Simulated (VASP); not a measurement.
## ZrB2: single point with PBE

Crystal: ZrB2.

```
CELL_PARAMETERS angstrom
3.17216 0.00000 0.00000
-1.58608 2.74717 0.00000
0.00000 0.00000 3.53995
ATOMIC_POSITIONS crystal
Zr 0.00000 0.00000 0.00000
B 0.33333 0.66667 0.50000
B 0.66667 0.33333 0.50000
```

- Program: VASP 6.6.1
- Task: single point
- Functional: PBE
- Potentials or basis: VASP PAW PBE potentials, release 64 (Zr_sv, B)
- Cutoff: 500 eV
- k mesh: 7 × 7 × 6
- Occupations: gaussian, width 0.2 eV
- Spin: no spin polarisation
- Dipole correction: no
- Further INCAR settings: ALGO = Normal; EDIFF = 1e-06; NBANDS = 16

```yaml
Pressure: 0.2 GPa
Band_gap_on_the_k_mesh: zero (band 9 reaches 11.26 eV, above the bottom of band 10 at 10.30 eV)
```

Levels at points of the mesh, in eV from the Fermi level:
```csv
k point,band 7,band 8,band 9,band 10,band 11,band 12
"(0.00, 0.00, 0.00)",-2.42,-2.39,-2.17,3.58,3.58,4.34
"(0.00, 0.00, 0.50)",-0.77,-0.77,0.53,0.53,0.97,0.97
```

Wall time 12 s on 1 thread of Intel(R) Xeon(R) Platinum 8488C (Sapphire Rapids), with other jobs on the host, peak memory 0.15 GiB.
